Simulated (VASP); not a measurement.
# Ge (I4/mmm) in VASP: notebook

Ge is run at these levels: r2SCAN0, LDA, HSE06; tasks: single point.

Everything below comes from runs of VASP 6.6.1. Logs are shortened: lines on timing, memory, paths and dates and some standing lists are left out, and cuts for length are marked.

## Step 1: The cell of the first run

It takes space group I4/mmm (No. 139, tetragonal). The conventional cell has a = 3.151 Å, b = 3.151 Å, c = 3.670 Å, α = 90.00°, β = 90.00°, γ = 90.00°. Ge (site symmetry 4/mmm) has 14 Ge at 2.89 to 3.67 Å within 3.8 Å.

## Step 2: Single point, r2SCAN0

POSCAR reads:

```
Ge
1.0
   -1.5755858890      1.5755858890      1.8349411071
    1.5755858890     -1.5755858890      1.8349411071
    1.5755858890      1.5755858890     -1.8349411071
Ge
1
Direct
    0.5000000000      0.5000000000      0.0000000000
```

INCAR.step1 reads:

```
PREC = Accurate
ENCUT = 520
EDIFF = 1E-5
ISMEAR = -1
SIGMA = 0.05
LREAL = False
LASPH = True
NELM = 80
ALGO = Normal
ISIF = 2
LWAVE = True
LCHARG = False
NBANDS = 13
GGA = PE
```

INCAR.step2 reads:

```
PREC = Accurate
ENCUT = 520
EDIFF = 1E-6
ISMEAR = -1
SIGMA = 0.05
LREAL = False
LASPH = True
NELM = 80
ALGO = Normal
ISIF = 2
LWAVE = False
LCHARG = False
METAGGA = R2SCAN
LHFCALC = True
AEXX = 0.25
LMIXTAU = True
PRECFOCK = Normal
NBANDS = 13
ISTART = 1
```

KPOINTS reads:

```
regular mesh
0
Gamma
  6 6 6
```

Potentials or basis: VASP PAW PBE potentials, release 64 (Ge_d).

Command:

```bash
$ cat potpaw_PBE.64/Ge_d/POTCAR > POTCAR
$ cp INCAR.step1 INCAR
$ mpirun -np 1 vasp_std > vasp.out
$ cp INCAR.step2 INCAR
$ mpirun -np 1 vasp_std > vasp.out
```

OUTCAR:

```text
PREC = Accurate
   ENCUT = 520
   EDIFF = 1E-6
   ISMEAR = -1
   LREAL = False
   LASPH = True
   NELM = 80
   ISIF = 2
   METAGGA = R2SCAN
   LHFCALC = True
   AEXX = 0.25
   PRECFOCK = Normal
   ISTART = 1

 ion  position               nearest neighbor table
   1  0.500  0.500  0.000-

  LATTYP: Found a body centered tetragonal cell.
 ALAT       =     3.1511717780
 C/A-ratio  =     1.1646087464

  Lattice vectors:

 A1 = (  -1.5755858890,   1.5755858890,   1.8349411071)
 A2 = (   1.5755858890,  -1.5755858890,   1.8349411071)
 A3 = (   1.5755858890,   1.5755858890,  -1.8349411071)

Analysis of symmetry for initial positions (statically):
=====================================================================
 Subroutine PRICEL returns:
 Original cell was already a primitive cell.

 Routine SETGRP: Setting up the symmetry group for a
 body centered tetragonal supercell.

 Subroutine GETGRP returns: Found 16 space group operations
 (whereof 16 operations were pure point group operations)
 out of a pool of 16 trial point group operations.

The static configuration has the point symmetry D_4h.

Analysis of symmetry for dynamics (positions and initial velocities):
=====================================================================
 Subroutine PRICEL returns:
 Original cell was already a primitive cell.

 Routine SETGRP: Setting up the symmetry group for a
 body centered tetragonal supercell.

 Subroutine GETGRP returns: Found 16 space group operations
 (whereof 16 operations were pure point group operations)
 out of a pool of 16 trial point group operations.

The dynamic configuration has the point symmetry D_4h.

 Subroutine INISYM returns: Found 16 space group operations
 (whereof 16 operations are pure point group operations),
 and found     1 'primitive' translations

----------------------------------------------------------------------------------------

                                     Primitive cell

  volume of cell :      18.2208

  direct lattice vectors                    reciprocal lattice vectors
    -1.575585889  1.575585889  1.834941107     0.000000000  0.317342268  0.272488309
     1.575585889 -1.575585889  1.834941107     0.317342268  0.000000000  0.272488309
     1.575585889  1.575585889 -1.834941107     0.317342268  0.317342268  0.000000000

  length of vectors
     2.886511849  2.886511849  2.886511849     0.418277413  0.418277413  0.448789740

  position of ions in fractional coordinates (direct lattice)
     0.500000000  0.500000000  0.000000000

  ion indices of the primitive-cell ions
   primitive index   ion index
                 1           1

----------------------------------------------------------------------------------------

 KPOINTS: regular mesh

Automatic generation of k-mesh.
 Grid dimensions read from file:
 generate k-points for:    6    6    6

 Generating k-lattice:

  Cartesian coordinates                     Fractional coordinates (reciprocal lattice)
     0.000000000  0.052890378  0.045414718     0.166666667  0.000000000  0.000000000
     0.052890378  0.000000000  0.045414718     0.000000000  0.166666667  0.000000000
     0.052890378  0.052890378  0.000000000     0.000000000  0.000000000  0.166666667

  Length of vectors
     0.069712902  0.069712902  0.074798290

  Shift w.r.t. Gamma in fractional coordinates (k-lattice)
     0.000000000  0.000000000  0.000000000

 Subroutine IBZKPT returns following result:
 ===========================================

 Found     30 irreducible k-points:

 Following reciprocal coordinates:
            Coordinates               Weight
  0.000000  0.000000  0.000000      1.000000
  0.166667 -0.000000  0.000000      8.000000
  0.333333  0.000000  0.000000      8.000000
  0.500000 -0.000000  0.000000      4.000000
  0.166667  0.166667  0.000000      8.000000
  0.333333  0.166667  0.000000     16.000000
[... 16 lines left out ...]
 -0.333333 -0.333333  0.166667      8.000000
 -0.166667 -0.333333  0.166667      8.000000
 [... further k-points ...]
   k-points           NKPTS =     30   k-points in BZ     NKDIM =    216   number of bands    NBANDS=     13
   number of dos      NEDOS =    301   number of ions     NIONS =      1
   total plane-waves  NPLWV =  13824
   dimension x,y,z NGX =    24 NGY =   24 NGZ =   24
   dimension x,y,z NGXF=    48 NGYF=   48 NGZF=   48
   ions per type =               1
   NGX,Y,Z   is equivalent  to a cutoff of  13.82, 13.82, 13.82 a.u.
   NGXF,Y,Z  is equivalent  to a cutoff of  27.65, 27.65, 27.65 a.u.
 SYSTEM =  unknown system
   PREC   = accura    normal or accurate (medium, high low for compatibility)
   ISTART =      1    job   : 0-new  1-cont  2-samecut
   ICHARG =      0    charge: 1-file 2-atom 10-const
   ISPIN  =      1    spin polarized calculation?
   LNONCOLLINEAR =      F non collinear calculations
   LSORBIT =      F    spin-orbit coupling
   LASPH  =      T    aspherical Exc in radial PAW
[... 30 lines left out ...]
   ENCUT4O =  -1.0   cutoff for four orbital integrals eV
   NKREDX  =     1    reduce k-point grid by
   NKREDY  =     1    reduce k-point grid by
   NKREDZ  =     1    reduce k-point grid by
   AEXX    =    0.2500 exact exchange contribution
   HFSCREEN=    0.0000 screening length (either q_TF or 0.3 A-1)
   HFSCREENC=   0.0000 screening length for correlation (either q_TF or 0.3 A-1)
   ENCUTFOCK=  -1.0 apply spherical cutoff to Coloumb kernel
   IVDW    =     0    specifies the selected vdW correction
   LEPSILON=     F    determine dielectric tensor
   LRPA    =     F    only Hartree local field effects (RPA)
 non-spin polarized calculation
  energy-cutoff  :      520.00
  volume of cell :       18.22
 maximum number of plane-waves:       515
 NGX is ok and might be reduce to    24
  NGX = 18; NGY = 18; NGZ = 18

 number of electron      13.9999998 magnetization

 Free energy of the ion-electron system (eV)
  ---------------------------------------------------
  ext. energy  EPLUGINS =         0.00000000
  ---------------------------------------------------
  free energy    TOTEN  =       -12.32865490 eV

  energy without entropy =      -12.32760746  energy(sigma->0) =      -12.32813118

 E-fermi :   7.2269     XC(G=0):  -9.8389

 val. band max:        6.7651563544   @ k =  -0.1667  -0.3333   0.1667
 cond. band min:       7.2817819131   @ k =   0.3333   0.3333   0.1667
 fundamental gap:      0.5166255588
 Fermi energy:         7.2268886072

 k-point     1 :       0.0000    0.0000    0.0000
  band No.  band energies     occupation
      1     -22.0857      2.00000
      2     -22.0857      2.00000
      3     -22.0564      2.00000
      4     -22.0162      2.00000
      5     -21.9735      2.00000
      6      -8.9990      2.00000
      7      18.0517      0.00000
      8      18.4747      0.00000
      9      18.4747      0.00000
     10      23.2121      0.00000
     11      23.2121      0.00000
     12      24.7684      0.00000
     13      24.7831      0.00000

 k-point     2 :       0.1667   -0.0000    0.0000
  band No.  band energies     occupation
      1     -22.0805      2.00000
      2     -22.0756      2.00000
      3     -22.0358      2.00000
      4     -22.0176      2.00000
      5     -21.9799      2.00000
      6      -8.1640      2.00000
      7      12.8553      0.00000
      8      16.6124      0.00000
      9      17.6978      0.00000
     10      21.7534      0.00000
     11      22.6648      0.00000
     12      24.5622      0.00000
     13      25.7125      0.00000

 k-point     3 :       0.3333    0.0000    0.0000
  band No.  band energies     occupation
      1     -22.0928      2.00000
      2     -22.0709      2.00000
      3     -22.0176      2.00000
      4     -21.9827      2.00000
      5     -21.9710      2.00000
      6      -5.6613      2.00000
      7       5.0065      2.00000
      8      14.5702      0.00000
      9      16.8132      0.00000
     10      20.2406      0.00000
     11      20.3939      0.00000
     12      24.1284      0.00000
     13      28.7589      0.00000
[... 305 lines left out ...]
 k-point    23 :      -0.3333   -0.3333    0.1667
  band No.  band energies     occupation
      1     -22.0701      2.00000
      2     -22.0489      2.00000
      3     -22.0356      2.00000
      4     -21.9741      2.00000
      5     -21.9583      2.00000
      6      -2.4247      2.00000
      7       4.9947      2.00000
      8       6.0945      2.00000
      9      14.5191      0.00000
     10      19.1364      0.00000
     11      19.1788      0.00000
     12      23.2270      0.00000
     13      32.3377      0.00000

 k-point    24 :      -0.1667   -0.3333    0.1667
  band No.  band energies     occupation
      1     -22.0656      2.00000
      2     -22.0539      2.00000
      3     -22.0186      2.00000
      4     -22.0116      2.00000
      5     -21.9722      2.00000
      6      -5.3279      2.00000
      7       6.7652      1.99980
      8      11.9971      0.00000
      9      14.1555      0.00000
     10      19.1027      0.00000
     11      22.6003      0.00000
     12      24.7137      0.00000
     13      26.3503      0.00000

 [... further k-points ...]

------------------------ aborting loop because EDIFF is reached ----------------------------------------

  FORCE on cell =-STRESS in cart. coord.  units (eV):
  Direction    XX          YY          ZZ          XY          YZ          ZX
  --------------------------------------------------------------------------------------
  -------------------------------------------------------------------------------------
  Total        0.7167638      0.7167638     -0.7544818      0.0000000     -0.0000000      0.0000000
  in kB       63.0260919     63.0260919    -66.3426908      0.0000000     -0.0000000      0.0000000
  external PRESSURE =      19.9031643 kB  Pullay stress =       0.0000000 kB

 VOLUME and BASIS-vectors are now :
 -----------------------------------------------------------------------------
  energy-cutoff  :      520.00
  volume of cell :       18.22
      direct lattice vectors                 reciprocal lattice vectors
    -1.575585889  1.575585889  1.834941107     0.000000000  0.317342268  0.272488309
     1.575585889 -1.575585889  1.834941107     0.317342268  0.000000000  0.272488309
     1.575585889  1.575585889 -1.834941107     0.317342268  0.317342268  0.000000000

 POSITION                                       TOTAL-FORCE (eV/Angst)
 -----------------------------------------------------------------------------------
      0.00000      0.00000      1.83494         0.000000      0.000000     -0.000000
 -----------------------------------------------------------------------------------
    total drift:                                0.000000      0.000000      0.000000

  FREE ENERGIE OF THE ION-ELECTRON SYSTEM (eV)
  ---------------------------------------------------
  free  energy   TOTEN  =       -12.3286548989 eV

  energy  without entropy=      -12.3276074594  energy(sigma->0) =      -12.32813118
```

Wall time 21 min (1 thread of Intel Xeon Platinum 8488C (Sapphire Rapids), shared host); peak memory 0.16 GiB.

Results:

```
Free energy            : -12.3287 eV
Pressure               : 2.0 GPa
Band gap on the k mesh : zero (bands 7 and 8 overlap by 14.86 eV)
```

Levels at points of the mesh, in eV from the Fermi level:
| k point | band 4 | band 5 | band 6 | band 7 | band 8 | band 9 | band 10 | band 11 |
| --- | --- | --- | --- | --- | --- | --- | --- | --- |
| (0.00, 0.00, 0.00) | -29.24 | -29.20 | -16.23 | 10.82 | 11.25 | 11.25 | 15.99 | 15.99 |
| (0.50, 0.00, 0.00) | -29.20 | -29.16 | -9.60 | -7.30 | 6.60 | 9.23 | 12.30 | 12.36 |
| (0.50, 0.50, 0.00) | -29.19 | -29.15 | -8.19 | -6.67 | 4.19 | 6.00 | 9.10 | 9.46 |
| (0.50, 0.50, 0.50) | -29.16 | -29.16 | -3.84 | -3.67 | 1.09 | 1.09 | 5.41 | 5.98 |

Caveat: the k points lie up to 0.44 Å⁻¹ apart, too coarse for converged energies and pressures of a metal; the PAW data sets were made with another functional, which shifts forces and pressure a little.

## Step 3: Single point, r2SCAN0

This run uses another cell than the first one, of 18.61 Å³/atom.

POSCAR reads:

```
Ge
1.0
   -1.5866819298      1.5866819298      1.8478636534
    1.5866819298     -1.5866819298      1.8478636534
    1.5866819298      1.5866819298     -1.8478636534
Ge
1
Direct
    0.5000000000      0.5000000000      0.0000000000
```

INCAR.step1 reads:

```
ALGO = Normal ; EDIFF = 1E-5
ENCUT = 520 ; GGA = PE
ISIF = 2 ; ISMEAR = -1
LASPH = True ; LREAL = False
LWAVE = True ; NBANDS = 13
NELM = 80 ; PREC = Accurate
SIGMA = 0.05
```

INCAR.step2 reads:

```
AEXX = 0.25 ; ALGO = Normal
EDIFF = 1E-6 ; ENCUT = 520
ISIF = 2 ; ISMEAR = -1
ISTART = 1 ; LASPH = True
LCHARG = True ; LELF = True
LHFCALC = True ; LMIXTAU = True
LREAL = False ; LVHAR = True
LWAVE = False ; METAGGA = R2SCAN
NBANDS = 13 ; NELM = 80
PREC = Accurate ; PRECFOCK = Normal
SIGMA = 0.05
```

KPOINTS reads:

```
k-points
0
Gamma
  6 6 6
```

Potentials or basis: VASP PAW PBE potentials, release 64 (Ge_d).

Command:

```bash
$ cat potpaw_PBE.64/Ge_d/POTCAR > POTCAR
$ cp INCAR.step1 INCAR
$ mpirun -np 1 vasp_std > vasp.out
$ cp INCAR.step2 INCAR
$ mpirun -np 1 vasp_std > vasp.out
```

Run time: 21 min. Hardware: 1 thread of Intel Xeon Platinum 8488C (Sapphire Rapids), shared host; peak memory 0.16 GiB.

It converged, with:

| Property | Result |
| --- | --- |
| Free energy | -12.3312 eV |
| Pressure | 0.2 GPa |
| Band gap on the k mesh | zero (bands 7 and 8 overlap by 14.54 eV) |

Stress tensor (GPa, compression positive):
```
 4.23  0.00  0.00
 0.00  4.23  0.00
 0.00  0.00 -7.90
```

Levels at points of the mesh, in eV from the Fermi level:
```
           k point  band 5  band 6  band 7  band 8  band 9  band 10
(0.00, 0.00, 0.00)  -29.24  -16.06   10.56   10.97   10.97    15.79
(0.50, 0.00, 0.00)  -29.20   -9.59   -7.19    6.43    9.04    12.09
(0.50, 0.50, 0.00)  -29.19   -8.21   -6.57    4.08    5.89     9.01
(0.50, 0.50, 0.50)  -29.20   -4.00   -3.63    1.05    1.05     5.37
```

Caveat: the k points lie up to 0.43 Å⁻¹ apart, too coarse for converged energies and pressures of a metal; the PAW data sets were made with another functional, which shifts forces and pressure a little.

## Step 4: Single point, LDA, non-collinear spin, zero start, spin-orbit coupling

This run uses another cell than the first one, of 19.38 Å³/atom.

INCAR reads:

```
PREC     = Accurate       # precision mode
ENCUT    = 520            # plane-wave cutoff, eV
EDIFF    = 1E-6           # SCF threshold, eV
ISMEAR   = 1              # smearing method
SIGMA    = 0.1            # smearing width, eV
LREAL    = F              # projectors in reciprocal space
LASPH    = T              # aspherical terms in the spheres
NELM     = 150            # most SCF steps
ALGO     = Normal         # electronic algorithm
ISIF     = 2              # what is computed and relaxed
LWAVE    = F              # write WAVECAR
LCHARG   = T              # write CHGCAR
MAGMOM   = 0 0 0          # initial moments
LORBIT   = 11             # projections on sites
LSORBIT  = T              # spin-orbit coupling
GGA_COMPAT= F            
LORBMOM  = T            
GGA      = CA             # functional
LVHAR    = T            
NBANDS   = 25             # bands
```

KPOINTS reads:

```
regular mesh
0
Gamma
  16 16 16
```

POSCAR reads:

```
Ge
1.0
   -1.6084200000      1.6084200000      1.8731800000
    1.6084200000     -1.6084200000      1.8731800000
    1.6084200000      1.6084200000     -1.8731800000
Ge
1
Direct
    0.5000000000      0.5000000000      0.0000000000
```

Potentials or basis: VASP PAW LDA potentials, release 64 (Ge_d).

Command:

```bash
$ cat potpaw_LDA.64/Ge_d/POTCAR > POTCAR
$ mpirun -np 1 vasp_ncl > vasp.out
```

Run time: 3 min. Hardware: 1 thread of Intel Xeon Platinum 8488C (Sapphire Rapids), shared host; peak memory 0.34 GiB.

Results (log left out):

| Item | Value |
| --- | --- |
| Free energy | -4.8759 eV |
| Pressure | -5.2 GPa |
| Net moment | 0.00 μB per cell |
| Valence electrons inside the program's atomic spheres | Ge 12.19 |

Stress tensor (GPa, compression positive):
```
-5.67  0.00  0.00
 0.00 -5.67  0.00
 0.00  0.00 -4.23
```

Moments on the atoms (μB; x, y, z):
```
Ge  0.00 0.00 0.00
```

Caveat: the cell stands under tension.

## Step 5: Single point, HSE06, non-collinear spin, zero start, spin-orbit coupling

This run uses another cell than the first one, of 19.38 Å³/atom.

POSCAR is that of step 4.

INCAR.step1 reads:

```
SYSTEM = Ge
PREC     = Accurate       ! precision mode
ENCUT    = 520            ! plane-wave cutoff, eV
EDIFF    = 1E-5           ! SCF threshold, eV
ISMEAR   = -1             ! smearing method
SIGMA    = 0.05           ! smearing width, eV
LREAL    = .False.        ! projectors in reciprocal space
LASPH    = .True.         ! aspherical terms in the spheres
NELM     = 150            ! most SCF steps
ALGO     = Normal         ! electronic algorithm
ISIF     = 2              ! what is computed and relaxed
LWAVE    = .True.         ! write WAVECAR
LCHARG   = .False.        ! write CHGCAR
MAGMOM   = 0 0 0          ! initial moments
LORBIT   = 11             ! projections on sites
LSORBIT  = .True.         ! spin-orbit coupling
GGA_COMPAT= .False.      
LORBMOM  = .True.       
GGA      = PE             ! functional
NBANDS   = 25             ! bands
```

INCAR.step2 reads:

```
SYSTEM = Ge
PREC     = Accurate       ! precision mode
ENCUT    = 520            ! plane-wave cutoff, eV
EDIFF    = 1E-6           ! SCF threshold, eV
ISMEAR   = -1             ! smearing method
SIGMA    = 0.05           ! smearing width, eV
LREAL    = .False.        ! projectors in reciprocal space
LASPH    = .True.         ! aspherical terms in the spheres
NELM     = 150            ! most SCF steps
ALGO     = Normal         ! electronic algorithm
ISIF     = 2              ! what is computed and relaxed
LWAVE    = .False.        ! write WAVECAR
LCHARG   = .False.        ! write CHGCAR
MAGMOM   = 0 0 0          ! initial moments
LORBIT   = 11             ! projections on sites
LSORBIT  = .True.         ! spin-orbit coupling
GGA_COMPAT= .False.      
LORBMOM  = .True.       
GGA      = PE             ! functional
LHFCALC  = .True.         ! exact exchange
HFSCREEN = 0.2079         ! screening, 1/A
PRECFOCK = Normal       
ISTART   = 1            
NBANDS   = 25             ! bands
```

KPOINTS reads:

```
Automatic mesh
0
Gamma
  5 5 5
  0 0 0
```

Potentials or basis: VASP PAW PBE potentials, release 64 (Ge_d).

Command:

```bash
$ cat potpaw_PBE.64/Ge_d/POTCAR > POTCAR
$ cp INCAR.step1 INCAR
$ mpirun -np 1 vasp_ncl > vasp.out
$ cp INCAR.step2 INCAR
$ mpirun -np 1 vasp_ncl > vasp.out
```

Wall time 73 min (1 thread of Oxide Virtual Turin-like, shared host); peak memory 0.28 GiB.

The run converged. Its results:

* Free energy: -4.8104 eV
* Pressure: -0.8 GPa
* Net moment: 0.00 μB per cell
* Valence electrons inside the program's atomic spheres: Ge 12.17

Stress tensor (GPa, compression positive):
```
-4.73  0.00  0.00
 0.00 -4.73  0.00
 0.00  0.00  7.07
```

Moments on the atoms (μB; x, y, z):
```
Ge  0.00 0.00 0.00
```

Caveat: the k points lie up to 0.51 Å⁻¹ apart; the PAW data sets were made with another functional, which shifts forces and pressure a little.

## Step 6: Overview

| level | potentials or basis | spin | cell | k mesh | smearing | grid for exact exchange (PRECFOCK) | share of exact exchange | screening parameter | gap on the mesh (eV) | pressure (GPa) | moment (μB) |
| --- | --- | --- | --- | --- | --- | --- | --- | --- | --- | --- | --- |
| r2SCAN0 | VASP PAW PBE potentials, release 64 (Ge_d) | off | a = 2.887 Å, angles 113.8, 113.8, 101.1°, 1 atom | 6 × 6 × 6 | fermi-dirac 0.05 eV | Normal | 0.25 | - | none | 2.0 | - |
| r2SCAN0 | VASP PAW PBE potentials, release 64 (Ge_d) | off | a = 2.907 Å, angles 113.8, 113.8, 101.1°, 1 atom | 6 × 6 × 6 | fermi-dirac 0.05 eV | Normal | 0.25 | - | none | 0.2 | - |
| LDA | VASP PAW LDA potentials, release 64 (Ge_d) | non-collinear, zero start, SOC | a = 2.947 Å, angles 113.8, 113.8, 101.1°, 1 atom | 16 × 16 × 16 | methfessel-paxton 0.1 eV | - | - | - | - | -5.2 | 0.00 |
| HSE06 | VASP PAW PBE potentials, release 64 (Ge_d) | non-collinear, zero start, SOC | a = 2.947 Å, angles 113.8, 113.8, 101.1°, 1 atom | 5 × 5 × 5 | fermi-dirac 0.05 eV | Normal | 0.25 | 0.2079 1/Å | - | -0.8 | 0.00 |

Alike in all rows: task single point; cutoff (eV) 520.

Caveats: some runs use coarse meshes; the PAW data sets were made with another functional, which shifts forces and pressure a little (at least some runs); the cell stands under tension (at least some runs).

Absolute energies hang on the potentials; compare differences alone.

The gap in the log of VASP goes by the Fermi energy; the results here count the filled bands.